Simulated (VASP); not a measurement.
# PbS (P-6m2) in VASP: notebook

PbS is run at these levels: PBEsol; tasks: single point.

Everything below comes from runs of VASP 6.6.1. Logs are shortened: lines on timing, memory, paths and dates and some standing lists are left out, and cuts for length are marked.

## (1) The cell of the first run

The structure is hexagonal, space group P-6m2 (No. 187). The conventional cell has a = 4.090 Å, b = 4.090 Å, c = 3.788 Å, α = 90.00°, β = 90.00°, γ = 120.00°. Within 4.1 Å of Pb (site symmetry -6m2) lie 6 S at 3.03 Å and 8 Pb at 3.79 to 4.09 Å. Within 4.1 Å of S (site symmetry -6m2) lie 6 Pb at 3.03 Å and 8 S at 3.79 to 4.09 Å.

## (2) Single point, PBEsol

The input, INCAR:

```
SYSTEM = PbS
ALGO     = Normal         ! electronic algorithm
EDIFF    = 1E-6           ! SCF threshold, eV
ENCUT    = 500            ! plane-wave cutoff, eV
GGA      = PS             ! functional
GGA_COMPAT= .False.      
ISIF     = 2              ! what is computed and relaxed
ISMEAR   = -1             ! smearing method
LASPH    = .True.         ! aspherical terms in the spheres
LCHARG   = .True.         ! write CHGCAR
LELF     = .True.         ! ELF
LREAL    = .False.        ! projectors in reciprocal space
LVHAR    = .True.       
LWAVE    = .False.        ! write WAVECAR
NBANDS   = 17             ! bands
NELM     = 120            ! most SCF steps
PREC     = Accurate       ! precision mode
SIGMA    = 0.05           ! smearing width, eV
```

The input, KPOINTS:

```
k-points
0
Gamma
  3 3 2
  0 0 0
```

The input, POSCAR:

```
PbS
1.0
    4.0896980000      0.0000000000      0.0000000000
   -2.0448490000      3.5417823618      0.0000000000
    0.0000000000      0.0000000000      3.7881670000
Pb S
1 1
Direct
    0.0000000000      0.0000000000      0.0000000000
    0.6666666667      0.3333333333      0.5000000000
```

Potentials or basis: VASP PAW PBE potentials, release 64 (Pb_d, S).

Launch:

```
$ cat potpaw_PBE.64/Pb_d/POTCAR potpaw_PBE.64/S/POTCAR > POTCAR
$ mpirun -np 1 vasp_std > vasp.out
```

OUTCAR:

```text
SYSTEM = PbS
   EDIFF = 1E-6
   ENCUT = 500
   GGA = PS
   ISIF = 2
   ISMEAR = -1
   LASPH = .True.
   LREAL = .False.
   NELM = 120
   PREC = Accurate

 ion  position               nearest neighbor table
   1  0.000  0.000  0.000-   2 3.03   2 3.03   2 3.03   2 3.03   2 3.03   2 3.03
   2  0.667  0.333  0.500-   1 3.03   1 3.03   1 3.03   1 3.03   1 3.03   1 3.03

  LATTYP: Found a hexagonal cell.
 ALAT       =     4.0896980000
 C/A-ratio  =     0.9262705950

  Lattice vectors:

 A1 = (   4.0896980000,   0.0000000000,   0.0000000000)
 A2 = (  -2.0448490000,   3.5417823618,   0.0000000000)
 A3 = (   0.0000000000,   0.0000000000,   3.7881670000)

Analysis of symmetry for initial positions (statically):
=====================================================================
 Subroutine PRICEL returns:
 Original cell was already a primitive cell.

 Routine SETGRP: Setting up the symmetry group for a
 hexagonal supercell.

 Subroutine GETGRP returns: Found 12 space group operations
 (whereof 12 operations were pure point group operations)
 out of a pool of 24 trial point group operations.

The static configuration has the point symmetry D_3h.

Analysis of symmetry for dynamics (positions and initial velocities):
=====================================================================
 Subroutine PRICEL returns:
 Original cell was already a primitive cell.

 Routine SETGRP: Setting up the symmetry group for a
 hexagonal supercell.

 Subroutine GETGRP returns: Found 12 space group operations
 (whereof 12 operations were pure point group operations)
 out of a pool of 24 trial point group operations.

The dynamic configuration has the point symmetry D_3h.

 Subroutine INISYM returns: Found 12 space group operations
 (whereof 12 operations are pure point group operations),
 and found     1 'primitive' translations

----------------------------------------------------------------------------------------

                                     Primitive cell

  volume of cell :      54.8709

  direct lattice vectors                    reciprocal lattice vectors
     4.089698000  0.000000000  0.000000000     0.244516832  0.141171859  0.000000000
    -2.044849000  3.541782362  0.000000000     0.000000000  0.282343718  0.000000000
     0.000000000  0.000000000  3.788167000     0.000000000  0.000000000  0.263979914

  length of vectors
     4.089698000  4.089698000  3.788167000     0.282343718  0.282343718  0.263979914

  position of ions in fractional coordinates (direct lattice)
     0.000000000  0.000000000  0.000000000
     0.666666667  0.333333333  0.500000000

  ion indices of the primitive-cell ions
   primitive index   ion index
                 1           1
                 2           2

----------------------------------------------------------------------------------------

 KPOINTS: k-points

Automatic generation of k-mesh.
 Grid dimensions read from file:
 generate k-points for:    3    3    2

 Generating k-lattice:

  Cartesian coordinates                     Fractional coordinates (reciprocal lattice)
     0.081505611  0.047057286  0.000000000     0.333333333  0.000000000  0.000000000
     0.000000000  0.094114573  0.000000000     0.000000000  0.333333333  0.000000000
     0.000000000  0.000000000  0.131989957     0.000000000  0.000000000  0.500000000

  Length of vectors
     0.094114573  0.094114573  0.131989957

  Shift w.r.t. Gamma in fractional coordinates (k-lattice)
     0.000000000  0.000000000  0.000000000

 Subroutine IBZKPT returns following result:
 ===========================================

 Found      6 irreducible k-points:

 Following reciprocal coordinates:
            Coordinates               Weight
  0.000000  0.000000  0.000000      1.000000
  0.333333  0.000000  0.000000      6.000000
  0.333333  0.333333  0.000000      2.000000
  0.000000  0.000000  0.500000      1.000000
  0.333333  0.000000  0.500000      6.000000
  0.333333  0.333333  0.500000      2.000000
   k-points           NKPTS =      6   k-points in BZ     NKDIM =      6   number of bands    NBANDS=     17
   number of dos      NEDOS =    301   number of ions     NIONS =      2
   total plane-waves  NPLWV =  25200
   dimension x,y,z NGX =    30 NGY =   30 NGZ =   28
   dimension x,y,z NGXF=    60 NGYF=   60 NGZF=   56
   ions per type =               1   1
   NGX,Y,Z   is equivalent  to a cutoff of  12.19, 12.19, 12.29 a.u.
   NGXF,Y,Z  is equivalent  to a cutoff of  24.39, 24.39, 24.58 a.u.
 SYSTEM =  PbS
   PREC   = accura    normal or accurate (medium, high low for compatibility)
   ISTART =      0    job   : 0-new  1-cont  2-samecut
   ICHARG =      2    charge: 1-file 2-atom 10-const
   ISPIN  =      1    spin polarized calculation?
   LNONCOLLINEAR =      F non collinear calculations
   LSORBIT =      F    spin-orbit coupling
   LASPH  =      T    aspherical Exc in radial PAW
   ENCUT  =  500.0 eV  36.75 Ry    6.06 a.u.   7.46  7.46  6.91*2*pi/ulx,y,z
[... 16 lines left out ...]
   ISMEAR =    -1;   SIGMA  =   0.05  broadening in eV -4-tet -1-fermi 0-gaus
   EFERMI_NEDOS =   21; number of points for ismear=-14 and -15
   IALGO  =     38    algorithm
   IMIX   =      4    mixing-type and parameters
     AMIX     =   0.40;   BMIX     =  1.00
     AMIX_MAG =   1.60;   BMIX_MAG =  1.00
  volume/ion in A,a.u.               =      27.44       185.14
  Fermi-wavevector in a.u.,A,eV,Ry     =   1.169421  2.209885 18.606574  1.367545
  Thomas-Fermi vector in A             =   2.305894
   LORBIT       =      0    0 simple, 1 ext, 2 COOP (PROOUT), +10 PAW based schemes
   GGA     = PS    functional components
   LHFCALC =     F    Hartree Fock is set to
   AEXX    =    0.0000 exact exchange contribution
   IVDW    =     0    specifies the selected vdW correction
   LEPSILON=     F    determine dielectric tensor
   LRPA    =     F    only Hartree local field effects (RPA)
 non-spin polarized calculation
  energy-cutoff  :      500.00
  volume of cell :       54.87
 maximum number of plane-waves:      1409
 NGX is ok and might be reduce to    30
   NGX = 15   NGY = 15   NGZ = 13

 number of electron      19.9999998 magnetization

 Free energy of the ion-electron system (eV)
  ---------------------------------------------------
  ext. energy  EPLUGINS =         0.00000000
  ---------------------------------------------------
  free energy    TOTEN  =        -9.10142190 eV

  energy without entropy =       -9.09136398  energy(sigma->0) =       -9.09639294

 E-fermi :   5.0151     XC(G=0):  -9.6783

 val. band max:        5.0121411145   @ k =   0.0000   0.0000   0.5000
 cond. band min:       5.0718413467   @ k =   0.3333   0.3333   0.0000
 fundamental gap:      0.0597002322
 Fermi energy:         5.0150699136

 k-point     1 :       0.0000    0.0000    0.0000
  band No.  band energies     occupation
      1     -11.8770      2.00000
      2     -11.7977      2.00000
      3     -11.7977      2.00000
      4     -11.7398      2.00000
      5     -11.7398      2.00000
      6      -8.1968      2.00000
[... 9 lines left out ...]
     16      16.0093      0.00000
     17      16.0112      0.00000

 k-point     2 :       0.3333    0.0000    0.0000
  band No.  band energies     occupation
      1     -11.8601      2.00000
      2     -11.8133      2.00000
      3     -11.7644      2.00000
      4     -11.7498      2.00000
      5     -11.7451      2.00000
      6      -7.4574      2.00000
[... 9 lines left out ...]
     16      15.6878      0.00000
     17      16.0655      0.00000

 k-point     3 :       0.3333    0.3333    0.0000
  band No.  band energies     occupation
      1     -11.8437      2.00000
      2     -11.7953      2.00000
      3     -11.7664      2.00000
      4     -11.7602      2.00000
      5     -11.7578      2.00000
      6      -6.9249      2.00000
[... 9 lines left out ...]
     16      13.8232      0.00000
     17      13.8689      0.00000

 k-point     4 :       0.0000    0.0000    0.5000
  band No.  band energies     occupation
      1     -11.7889      2.00000
      2     -11.7889      2.00000
      3     -11.7864      2.00000
      4     -11.7864      2.00000
      5     -11.7537      2.00000
      6      -7.0972      2.00000
[... 9 lines left out ...]
     16      13.7242      0.00000
     17      13.7243      0.00000

 k-point     5 :       0.3333    0.0000    0.5000
  band No.  band energies     occupation
      1     -11.8541      2.00000
      2     -11.8027      2.00000
      3     -11.7956      2.00000
      4     -11.7441      2.00000
      5     -11.7199      2.00000
      6      -6.6376      2.00000
[... 9 lines left out ...]
     16      15.4787      0.00000
     17      17.2566      0.00000

 k-point     6 :       0.3333    0.3333    0.5000
  band No.  band energies     occupation
      1     -11.8695      2.00000
      2     -11.8164      2.00000
      3     -11.7682      2.00000
      4     -11.7550      2.00000
      5     -11.7119      2.00000
      6      -6.3832      2.00000
[... 9 lines left out ...]
     16      15.9439      0.00000
     17      16.5407      0.00000

------------------------ aborting loop because EDIFF is reached ----------------------------------------

  FORCE on cell =-STRESS in cart. coord.  units (eV):
  Direction    XX          YY          ZZ          XY          YZ          ZX
  --------------------------------------------------------------------------------------
  -------------------------------------------------------------------------------------
  Total       -2.2433712     -2.2433712     -1.1900676      0.0000000      0.0000000      0.0000000
  in kB      -65.5042537    -65.5042537    -34.7488149      0.0000000      0.0000000      0.0000000
  external PRESSURE =     -55.2524408 kB  Pullay stress =       0.0000000 kB

 VOLUME and BASIS-vectors are now :
 -----------------------------------------------------------------------------
  energy-cutoff  :      500.00
  volume of cell :       54.87
      direct lattice vectors                 reciprocal lattice vectors
     4.089698000  0.000000000  0.000000000     0.244516832  0.141171859  0.000000000
    -2.044849000  3.541782362  0.000000000     0.000000000  0.282343718  0.000000000
     0.000000000  0.000000000  3.788167000     0.000000000  0.000000000  0.263979914

 POSITION                                       TOTAL-FORCE (eV/Angst)
 -----------------------------------------------------------------------------------
      0.00000      0.00000      0.00000         0.000000     -0.000000      0.000000
      2.04485      1.18059      1.89408        -0.000000      0.000000      0.000000
 -----------------------------------------------------------------------------------
    total drift:                               -0.000000      0.000000      0.000000

  FREE ENERGIE OF THE ION-ELECTRON SYSTEM (eV)
  ---------------------------------------------------
  free  energy   TOTEN  =        -9.1014218956 eV

  energy  without entropy=       -9.0913639797  energy(sigma->0) =       -9.09639294
```

It took 13 s on 1 thread of Intel Xeon 8259CL, shared host; peak memory 0.16 GiB.

What came out:

| Item | Value |
| --- | --- |
| Free energy | -9.1014 eV |
| Pressure | -5.5 GPa |
| Band gap on the k mesh | zero (bands 10 and 11 overlap by 0.44 eV) |

Levels at points of the mesh, in eV from the Fermi level:
```
           k point  band 6  band 7  band 8  band 9  band 10  band 11  band 12  band 13  band 14  band 15
(0.00, 0.00, 0.00)  -13.21   -6.50   -2.20   -1.75    -1.75     3.42     3.42     5.17     6.41     6.88
(0.00, 0.00, 0.50)  -12.11   -9.01   -1.17   -1.17     0.00     0.73     3.85     3.85     8.12     8.12
```

Caveat: the k points lie up to 0.83 Å⁻¹ apart, too coarse for converged energies, forces and pressures; semilocal functionals underestimate gaps, and a narrow one can read as zero; the PAW data sets were made with another functional, which shifts forces and pressure a little; spin-orbit coupling is left out, which moves the levels of the heavy elements.

## (3) Single point, PBEsol

The input, INCAR:

```
SYSTEM = PbS
PREC = Accurate
ENCUT = 500
EDIFF = 1E-6
ISMEAR = -1
SIGMA = 0.05
LREAL = .False.
LASPH = .True.
NELM = 120
ALGO = Normal
ISIF = 2
LWAVE = .False.
LCHARG = .False.
GGA = PS
NBANDS = 17
GGA_COMPAT = .False.
```

The input, KPOINTS:

```
regular mesh
0
Gamma
  3 3 4
  0 0 0
```

POSCAR is that of step 2.

Potentials or basis: VASP PAW PBE potentials, release 64 (Pb_d, S).

Launch:

```
$ cat potpaw_PBE.64/Pb_d/POTCAR potpaw_PBE.64/S/POTCAR > POTCAR
$ mpirun -np 1 vasp_std > vasp.out
```

Run time: 15 s. Hardware: 1 thread of Intel Xeon 8259CL, shared host; peak memory 0.16 GiB.

Results (log left out):

```yaml
Free_energy: -9.2051 eV
Pressure: -4.3 GPa
Band_gap_on_the_k_mesh: zero (bands 10 and 11 overlap by 0.46 eV)
```

Stress tensor (GPa, compression positive):
```
-4.46  0.00  0.00
 0.00 -4.46  0.00
 0.00  0.00 -4.07
```

Levels at points of the mesh, in eV from the Fermi level:
| k point | band 7 | band 8 | band 9 | band 10 | band 11 | band 12 | band 13 | band 14 |
| --- | --- | --- | --- | --- | --- | --- | --- | --- |
| (0.00, 0.00, 0.00) | -6.49 | -2.21 | -1.74 | -1.74 | 3.42 | 3.42 | 5.16 | 6.43 |
| (0.00, 0.00, 0.50) | -9.00 | -1.16 | -1.16 | -0.02 | 0.76 | 3.85 | 3.85 | 8.13 |

Caveat: the k points lie up to 0.59 Å⁻¹ apart; semilocal functionals underestimate gaps, and a narrow one can read as zero; the PAW data sets were made with another functional, which shifts forces and pressure a little; spin-orbit coupling is left out, which moves the levels of the heavy elements.

## (4) Single point, PBEsol

The input, INCAR:

```
PREC = Accurate
ENCUT = 500
EDIFF = 1E-6
ISMEAR = -1
SIGMA = 0.05
LREAL = F
LASPH = T
NELM = 120
ALGO = Normal
ISIF = 2
LWAVE = F
LCHARG = T
GGA = PS
LELF = T
LVHAR = T
NBANDS = 17
GGA_COMPAT = F
```

The input, KPOINTS:

```
regular mesh
0
Gamma
  6 6 4
```

POSCAR is that of step 3.

Launch:

```
$ cat potpaw_PBE.64/Pb_d/POTCAR potpaw_PBE.64/S/POTCAR > POTCAR
$ mpirun -np 1 vasp_std > vasp.out
```

Run time: 28 s. Hardware: 1 thread of Intel Xeon 8259CL, shared host; peak memory 0.17 GiB.

Results (log left out):

- Free energy: -9.2005 eV
- Pressure: -3.2 GPa
- Band gap on the k mesh: zero (bands 10 and 11 overlap by 0.52 eV)

Stress tensor (GPa, compression positive):
```
-3.45  0.00  0.00
 0.00 -3.45  0.00
 0.00  0.00 -2.72
```

Levels at points of the mesh, in eV from the Fermi level:
| k point | band 6 | band 7 | band 8 | band 9 | band 10 | band 11 | band 12 | band 13 | band 14 | band 15 |
| --- | --- | --- | --- | --- | --- | --- | --- | --- | --- | --- |
| (0.00, 0.00, 0.00) | -13.21 | -6.52 | -2.21 | -1.73 | -1.73 | 3.37 | 3.37 | 5.12 | 6.41 | 6.84 |
| (0.50, 0.00, 0.00) | -12.11 | -8.54 | -2.76 | -1.89 | -1.22 | 1.83 | 3.84 | 5.19 | 5.26 | 10.94 |
| (0.00, 0.00, 0.50) | -12.09 | -9.05 | -1.14 | -1.14 | -0.03 | 0.75 | 3.79 | 3.79 | 8.11 | 8.11 |
| (0.50, 0.00, 0.50) | -11.46 | -7.45 | -4.16 | -4.11 | -1.47 | 2.04 | 2.67 | 2.68 | 8.09 | 10.50 |

Caveat: the k points lie up to 0.41 Å⁻¹ apart, too coarse for converged energies and pressures of a metal; semilocal functionals underestimate gaps, and a narrow one can read as zero; the PAW data sets were made with another functional, which shifts forces and pressure a little; spin-orbit coupling is left out, which moves the levels of the heavy elements.

## (5) Single point, PBEsol

The input, INCAR:

```
PREC     = Accurate       # precision mode
ENCUT    = 500            # plane-wave cutoff, eV
EDIFF    = 1E-6           # SCF threshold, eV
ISMEAR   = -1             # smearing method
SIGMA    = 0.05           # smearing width, eV
LREAL    = False          # projectors in reciprocal space
LASPH    = True           # aspherical terms in the spheres
NELM     = 120            # most SCF steps
ALGO     = Normal         # electronic algorithm
ISIF     = 2              # what is computed and relaxed
LWAVE    = False          # write WAVECAR
LCHARG   = True           # write CHGCAR
GGA      = PS             # functional
LELF     = True           # ELF
LVHAR    = True         
NBANDS   = 17             # bands
GGA_COMPAT= False
```

The input, KPOINTS:

```
Automatic mesh
0
Gamma
  6 6 6
```

POSCAR is that of step 4.

Launch:

```
$ cat potpaw_PBE.64/Pb_d/POTCAR potpaw_PBE.64/S/POTCAR > POTCAR
$ mpirun -np 1 vasp_std > vasp.out
```

It took 37 s on 1 thread of Intel Xeon 8259CL, shared host; peak memory 0.17 GiB.

Results (log left out):

- Free energy: -9.1903 eV
- Pressure: -3.0 GPa
- Band gap on the k mesh: zero (bands 10 and 11 overlap by 0.54 eV)

Stress tensor (GPa, compression positive):
```
-2.94  0.00  0.00
 0.00 -2.94  0.00
 0.00  0.00 -3.10
```

Levels at points of the mesh, in eV from the Fermi level:
| k point | band 7 | band 8 | band 9 | band 10 | band 11 | band 12 | band 13 | band 14 |
| --- | --- | --- | --- | --- | --- | --- | --- | --- |
| (0.00, 0.00, 0.00) | -6.52 | -2.22 | -1.73 | -1.73 | 3.36 | 3.36 | 5.12 | 6.41 |
| (0.50, 0.00, 0.00) | -8.55 | -2.76 | -1.89 | -1.22 | 1.83 | 3.83 | 5.19 | 5.25 |
| (0.00, 0.00, 0.50) | -9.06 | -1.14 | -1.14 | -0.03 | 0.74 | 3.78 | 3.78 | 8.10 |
| (0.50, 0.00, 0.50) | -7.47 | -4.16 | -4.12 | -1.47 | 2.03 | 2.67 | 2.68 | 8.09 |

Caveat: semilocal functionals underestimate gaps, and a narrow one can read as zero; the PAW data sets were made with another functional, which shifts forces and pressure a little; spin-orbit coupling is left out, which moves the levels of the heavy elements.

## (6) Single point, PBEsol

The input, INCAR:

```
SYSTEM = PbS
  PREC = Accurate
  ENCUT = 500
  EDIFF = 1E-6
  ISMEAR = -1
  SIGMA = 0.05
  LREAL = .FALSE.
  LASPH = .TRUE.
  NELM = 120
  ALGO = Normal
  ISIF = 2
  LWAVE = .FALSE.
  LCHARG = .FALSE.
  GGA = PS
  NBANDS = 17
  GGA_COMPAT = .FALSE.
```

The input, KPOINTS:

```
regular mesh
0
G
  12 12 8
  0 0 0
```

POSCAR is that of step 5.

Potentials or basis: VASP PAW PBE potentials, release 64 (Pb_d, S).

Launch:

```
$ cat potpaw_PBE.64/Pb_d/POTCAR potpaw_PBE.64/S/POTCAR > POTCAR
$ mpirun -np 1 vasp_std > vasp.out
```

It took 1.8 min on 1 thread of Intel Xeon 8259CL, shared host; peak memory 0.22 GiB.

Results (log left out):

| Quantity | Value |
| --- | --- |
| Free energy | -9.1860 eV |
| Pressure | -3.0 GPa |
| Band gap on the k mesh | zero (bands 10 and 11 overlap by 0.54 eV) |

Stress tensor (GPa, compression positive):
```
-2.86  0.00  0.00
 0.00 -2.86  0.00
 0.00  0.00 -3.14
```

Levels at points of the mesh, in eV from the Fermi level:
```
           k point  band 8  band 9  band 10  band 11  band 12  band 13
(0.00, 0.00, 0.00)   -2.02   -1.54    -1.54     3.55     3.55     5.31
(0.50, 0.00, 0.00)   -2.57   -1.70    -1.03     2.02     4.02     5.38
(0.00, 0.00, 0.50)   -0.95   -0.95     0.16     0.93     3.97     3.97
(0.50, 0.00, 0.50)   -3.97   -3.93    -1.28     2.22     2.86     2.87
```

Caveat: semilocal functionals underestimate gaps, and a narrow one can read as zero; the PAW data sets were made with another functional, which shifts forces and pressure a little; spin-orbit coupling is left out, which moves the levels of the heavy elements.

## (7) Overview

```csv
k mesh,gap on the mesh (eV),pressure (GPa)
3 × 3 × 2,none,-5.5
3 × 3 × 4,none,-4.3
6 × 6 × 4,none,-3.2
6 × 6 × 6,none,-3.0
12 × 12 × 8,none,-3.0
```

Alike in all rows: task single point; level PBEsol; potentials or basis VASP PAW PBE potentials, release 64 (Pb_d, S); no spin polarisation; cell as given; cutoff (eV) 500; smearing fermi-dirac 0.05 eV.

Caveats: some runs use coarse meshes; semilocal functionals underestimate gaps, and a narrow one can read as zero; the PAW data sets were made with another functional, which shifts forces and pressure a little; spin-orbit coupling is left out, which moves the levels of the heavy elements.

Absolute energies hang on the potentials; compare differences alone.

The gap in the log of VASP goes by the Fermi energy; the results here count the filled bands.